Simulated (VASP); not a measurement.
# Nb in VASP: notebook

The runs below take Nb through single point, with PBE.

Everything below comes from runs of VASP 6.6.1. Logs are shortened: lines on timing, memory, paths and dates and some standing lists are left out, and cuts for length are marked.

**1. The cell of the first run**

The structure is cubic, space group Fm-3m (No. 225). The conventional cell has a = 4.441 Å, b = 4.441 Å, c = 4.441 Å, α = 90.00°, β = 90.00°, γ = 90.00°. Nb (site symmetry m-3m) has 12 Nb at 3.14 Å within 4.1 Å.

This isn't the form of Nb at room conditions, which is bcc.

**2. Single point, PBE (strain +0.050 along x and y, +0.050 along z)**

The input, INCAR:

```
SYSTEM = Nb
ALGO = Normal
EDIFF = 1E-6
ENCUT = 520
GGA = PE
ISIF = 2
ISMEAR = 0
LASPH = .TRUE.
LCHARG = .FALSE.
LREAL = .FALSE.
LWAVE = .FALSE.
NBANDS = 12
NELM = 60
PREC = Accurate
SIGMA = 0.15
```

The input, KPOINTS:

```
k-points
0
G
  20 20 20
  0 0 0
```

The input, POSCAR:

```
Nb
1.0
    0.0000000000      2.2207500000      2.2207500000
    2.2207500000      0.0000000000      2.2207500000
    2.2207500000      2.2207500000      0.0000000000
Nb
1
Direct
    0.0000000000      0.0000000000      0.0000000000
```

Potentials or basis: VASP PAW PBE potentials, release 64 (Nb_sv).

Started as:

```bash
cat potpaw_PBE.64/Nb_sv/POTCAR > POTCAR
mpirun -np 1 vasp_std > vasp.out
```

OUTCAR:

```text
SYSTEM = Nb
   EDIFF = 1E-6
   ENCUT = 520
   GGA = PE
   ISIF = 2
   ISMEAR = 0
   LASPH = .TRUE.
   LREAL = .FALSE.
   NELM = 60
   PREC = Accurate

 ion  position               nearest neighbor table
   1  0.000  0.000  0.000-

  LATTYP: Found a face centered cubic cell.
 ALAT       =     4.4415000000

  Lattice vectors:

 A1 = (   0.0000000000,   2.2207500000,   2.2207500000)
 A2 = (   2.2207500000,   0.0000000000,   2.2207500000)
 A3 = (   2.2207500000,   2.2207500000,   0.0000000000)

Analysis of symmetry for initial positions (statically):
=====================================================================
 Subroutine PRICEL returns:
 Original cell was already a primitive cell.

 Routine SETGRP: Setting up the symmetry group for a
 face centered cubic supercell.

 Subroutine GETGRP returns: Found 48 space group operations
 (whereof 48 operations were pure point group operations)
 out of a pool of 48 trial point group operations.

The static configuration has the point symmetry O_h .

Analysis of symmetry for dynamics (positions and initial velocities):
=====================================================================
 Subroutine PRICEL returns:
 Original cell was already a primitive cell.

 Routine SETGRP: Setting up the symmetry group for a
 face centered cubic supercell.

 Subroutine GETGRP returns: Found 48 space group operations
 (whereof 48 operations were pure point group operations)
 out of a pool of 48 trial point group operations.

The dynamic configuration has the point symmetry O_h .

 Subroutine INISYM returns: Found 48 space group operations
 (whereof 48 operations are pure point group operations),
 and found     1 'primitive' translations

----------------------------------------------------------------------------------------

                                     Primitive cell

  volume of cell :      21.9043

  direct lattice vectors                    reciprocal lattice vectors
     0.000000000  2.220750000  2.220750000    -0.225149161  0.225149161  0.225149161
     2.220750000  0.000000000  2.220750000     0.225149161 -0.225149161  0.225149161
     2.220750000  2.220750000  0.000000000     0.225149161  0.225149161 -0.225149161

  length of vectors
     3.140614769  3.140614769  3.140614769     0.389969787  0.389969787  0.389969787

  position of ions in fractional coordinates (direct lattice)
     0.000000000  0.000000000  0.000000000

  ion indices of the primitive-cell ions
   primitive index   ion index
                 1           1

----------------------------------------------------------------------------------------

 KPOINTS: k-points

Automatic generation of k-mesh.
 Grid dimensions read from file:
 generate k-points for:   20   20   20

 Generating k-lattice:

  Cartesian coordinates                     Fractional coordinates (reciprocal lattice)
    -0.011257458  0.011257458  0.011257458     0.050000000  0.000000000  0.000000000
     0.011257458 -0.011257458  0.011257458     0.000000000  0.050000000  0.000000000
     0.011257458  0.011257458 -0.011257458     0.000000000  0.000000000  0.050000000

  Length of vectors
     0.019498489  0.019498489  0.019498489

  Shift w.r.t. Gamma in fractional coordinates (k-lattice)
     0.000000000  0.000000000  0.000000000

 Subroutine IBZKPT returns following result:
 ===========================================

 Found    256 irreducible k-points:

 Following reciprocal coordinates:
            Coordinates               Weight
  0.000000  0.000000  0.000000      1.000000
  0.050000  0.000000  0.000000      8.000000
  0.100000  0.000000  0.000000      8.000000
  0.150000  0.000000  0.000000      8.000000
  0.200000  0.000000  0.000000      8.000000
  0.250000  0.000000  0.000000      8.000000
[... 16 lines left out ...]
 -0.400000  0.050000  0.000000     24.000000
 -0.350000  0.050000  0.000000     24.000000
 [... further k-points ...]
   k-points           NKPTS =    256   k-points in BZ     NKDIM =    256   number of bands    NBANDS=     12
   number of dos      NEDOS =    301   number of ions     NIONS =      1
   total plane-waves  NPLWV =  13824
   dimension x,y,z NGX =    24 NGY =   24 NGZ =   24
   dimension x,y,z NGXF=    48 NGYF=   48 NGZF=   48
   ions per type =               1
   NGX,Y,Z   is equivalent  to a cutoff of  12.70, 12.70, 12.70 a.u.
   NGXF,Y,Z  is equivalent  to a cutoff of  25.41, 25.41, 25.41 a.u.
 SYSTEM =  Nb
   PREC   = accura    normal or accurate (medium, high low for compatibility)
   ISTART =      0    job   : 0-new  1-cont  2-samecut
   ICHARG =      2    charge: 1-file 2-atom 10-const
   ISPIN  =      1    spin polarized calculation?
   LNONCOLLINEAR =      F non collinear calculations
   LSORBIT =      F    spin-orbit coupling
   LASPH  =      T    aspherical Exc in radial PAW
   ENCUT  =  520.0 eV  38.22 Ry    6.18 a.u.   5.84  5.84  5.84*2*pi/ulx,y,z
   NELM   =     60;   NELMIN=  2; NELMDL= -5     # of ELM steps
   EDIFF  = 0.1E-05   stopping-criterion for ELM
   LREAL  =      F    real-space projection
   EDIFFG = 0.1E-04   stopping-criterion for IOM
   NSW    =      0    number of steps for IOM
   IBRION =     -1    ionic relax: 0-MD 1-quasi-New 2-CG
   NFREE  =      0    steps in history (QN), initial steepest desc. (CG)
   ISIF   =      2    stress and relaxation
   ISYM   =      2    0-nonsym 1-usesym 2-fastsym
   POTIM  = 0.5000    time-step for ionic-motion
   TEBEG  =    0.0;   TEEND  =   0.0 temperature during run
   PSTRESS=    0.0 pullay stress
   NELECT =      13.0000    total number of electrons
   NUPDOWN=      -1.0000    fix difference up-down
   EMIN   =  10.00;   EMAX   =-10.00  energy-range for DOS
   EFERMI =   0.00;   METHOD = LEGACY
   ISMEAR =     0;   SIGMA  =   0.15  broadening in eV -4-tet -1-fermi 0-gaus
   EFERMI_NEDOS =   21; number of points for ismear=-14 and -15
   IALGO  =     38    algorithm
   IMIX   =      4    mixing-type and parameters
     AMIX     =   0.40;   BMIX     =  1.00
     AMIX_MAG =   1.60;   BMIX_MAG =  1.00
  volume/ion in A,a.u.               =      21.90       147.82
  Fermi-wavevector in a.u.,A,eV,Ry     =   1.375771  2.599831 25.752386  1.892747
  Thomas-Fermi vector in A             =   2.501077
   LORBIT       =      0    0 simple, 1 ext, 2 COOP (PROOUT), +10 PAW based schemes
   GGA     = PE    functional components
   LHFCALC =     F    Hartree Fock is set to
   AEXX    =    0.0000 exact exchange contribution
   IVDW    =     0    specifies the selected vdW correction
   LEPSILON=     F    determine dielectric tensor
   LRPA    =     F    only Hartree local field effects (RPA)
 non-spin polarized calculation
 Gauss-broadening in eV      SIGMA  =   0.15
  energy-cutoff  :      520.00
  volume of cell :       21.90
 maximum number of plane-waves:       609
   NGX = 11   NGY = 11   NGZ = 11

 number of electron      13.0000001 magnetization

 Free energy of the ion-electron system (eV)
  ---------------------------------------------------
  ext. energy  EPLUGINS =         0.00000000
  ---------------------------------------------------
  free energy    TOTEN  =        -9.68861274 eV

  energy without entropy =       -9.66907653  energy(sigma->0) =       -9.67884464

 E-fermi :   8.9598     XC(G=0): -11.5265

 val. band max:        8.9567775978   @ k =  -0.0500   0.0500   0.0000
 cond. band min:       8.9636265107   @ k =  -0.4000   0.0500   0.0000
 fundamental gap:      0.0068489130
 Fermi energy:         8.9597911924

 k-point     1 :       0.0000    0.0000    0.0000
  band No.  band energies     occupation
      1     -46.0712      2.00000
      2     -21.6781      2.00000
      3     -21.6781      2.00000
      4     -21.6781      2.00000
      5       3.1564      2.00000
      6       9.1170      0.13840
      7       9.1170      0.13840
      8       9.1170      0.13840
      9      11.1973      0.00000
     10      11.1973      0.00000
     11      20.5509      0.00000
     12      24.6780      0.00000

 k-point     2 :       0.0500    0.0000    0.0000
  band No.  band energies     occupation
      1     -46.0687      2.00000
      2     -21.6962      2.00000
      3     -21.6804      2.00000
      4     -21.6804      2.00000
      5       3.2355      2.00000
      6       9.0586      0.35176
      7       9.1528      0.06878
      8       9.1528      0.06878
      9      11.1686      0.00000
     10      11.1686      0.00000
     11      20.7029      0.00000
     12      24.2748      0.00000

 k-point     3 :       0.1000    0.0000    0.0000
  band No.  band energies     occupation
      1     -46.0617      2.00000
      2     -21.7488      2.00000
      3     -21.6872      2.00000
      4     -21.6872      2.00000
      5       3.4664      2.00000
      6       8.9011      1.41988
      7       9.2493      0.00634
      8       9.2493      0.00634
      9      11.0996      0.00000
     10      11.0996      0.00000
     11      21.1256      0.00000
     12      23.4204      0.00000

 k-point     4 :       0.1500    0.0000    0.0000
  band No.  band energies     occupation
      1     -46.0507      2.00000
      2     -21.8300      2.00000
      3     -21.6979      2.00000
      4     -21.6979      2.00000
      5       3.8298      2.00000
      6       8.6920      1.98841
      7       9.3691      0.00011
      8       9.3691      0.00011
      9      11.0430      0.00000
     10      11.0430      0.00000
     11      21.6816      0.00000
     12      22.5270      0.00000

 k-point     5 :       0.2000    0.0000    0.0000
  band No.  band energies     occupation
      1     -46.0369      2.00000
      2     -21.9310      2.00000
      3     -21.7113      2.00000
      4     -21.7113      2.00000
      5       4.2880      2.00000
      6       8.4967      1.99999
      7       9.4463      0.00000
      8       9.4463      0.00000
      9      11.0814      0.00000
     10      11.0814      0.00000
     11      21.4328      0.00000
     12      22.4667      0.00000
[... 228 lines left out ...]
      1     -45.9704      2.00000
      2     -22.3814      2.00000
      3     -21.7846      2.00000
      4     -21.7775      2.00000
      5       5.7340      2.00000
      6       8.8796      1.55044
      7       9.0509      0.39023
      8       9.7556      0.00000
      9      12.7571      0.00000
     10      12.8908      0.00000
     11      17.4258      0.00000
     12      20.4002      0.00000

 k-point    22 :      -0.4500    0.0500    0.0000
  band No.  band energies     occupation
      1     -45.9712      2.00000
      2     -22.3759      2.00000
      3     -21.7870      2.00000
      4     -21.7736      2.00000
      5       5.7321      2.00000
      6       8.8984      1.43756
      7       9.0509      0.39011
      8       9.6984      0.00000
      9      12.6245      0.00000
     10      12.9464      0.00000
     11      17.5160      0.00000
     12      20.4429      0.00000

 k-point    23 :      -0.4000    0.0500    0.0000
  band No.  band energies     occupation
      1     -45.9768      2.00000
      2     -22.3383      2.00000
      3     -21.7845      2.00000
      4     -21.7653      2.00000
      5       5.7057      2.00000
      6       8.9636      0.97115
      7       9.1035      0.17545
      8       9.3420      0.00031
      9      12.3210      0.00000
     10      12.7852      0.00000
     11      18.0604      0.00000
     12      20.7441      0.00000

 k-point    24 :      -0.3500    0.0500    0.0000
  band No.  band energies     occupation
      1     -45.9866      2.00000
      2     -22.2721      2.00000
      3     -21.7772      2.00000
      4     -21.7535      2.00000
      5       5.6117      2.00000
      6       8.8371      1.75245
      7       9.1111      0.15380
      8       9.2026      0.02208
      9      11.9122      0.00000
     10      12.4696      0.00000
     11      18.8335      0.00000
     12      21.3148      0.00000

 [... further k-points ...]

------------------------ aborting loop because EDIFF is reached ----------------------------------------

  FORCE on cell =-STRESS in cart. coord.  units (eV):
  Direction    XX          YY          ZZ          XY          YZ          ZX
  --------------------------------------------------------------------------------------
  -------------------------------------------------------------------------------------
  Total       -2.6146371     -2.6146371     -2.6146371      0.0000000     -0.0000000     -0.0000000
  in kB     -191.2462777   -191.2462777   -191.2462777      0.0000000     -0.0000000     -0.0000000
  external PRESSURE =    -191.2462777 kB  Pullay stress =       0.0000000 kB

 VOLUME and BASIS-vectors are now :
 -----------------------------------------------------------------------------
  energy-cutoff  :      520.00
  volume of cell :       21.90
      direct lattice vectors                 reciprocal lattice vectors
     0.000000000  2.220750000  2.220750000    -0.225149161  0.225149161  0.225149161
     2.220750000  0.000000000  2.220750000     0.225149161 -0.225149161  0.225149161
     2.220750000  2.220750000  0.000000000     0.225149161  0.225149161 -0.225149161

 POSITION                                       TOTAL-FORCE (eV/Angst)
 -----------------------------------------------------------------------------------
      0.00000      0.00000      0.00000         0.000000      0.000000      0.000000
 -----------------------------------------------------------------------------------
    total drift:                               -0.000000      0.000000     -0.000000

  FREE ENERGIE OF THE ION-ELECTRON SYSTEM (eV)
  ---------------------------------------------------
  free  energy   TOTEN  =        -9.6886127449 eV

  energy  without entropy=       -9.6690765292  energy(sigma->0) =       -9.67884464
```

Run time: 30 s. Hardware: 1 thread of Intel Xeon 6975P-C (Granite Rapids), shared host; peak memory 0.19 GiB.

Results:

| Item | Value |
| --- | --- |
| Free energy | -9.6886 eV |
| Pressure | -19.1 GPa |
| Band gap on the k mesh | zero (an odd number of electrons rules out a gap without spin polarisation) |

Caveat: the cell differs from its parent crystal (strain +0.050 along x and y, +0.050 along z); the cell stands under tension.

[end of part 1 of 2]
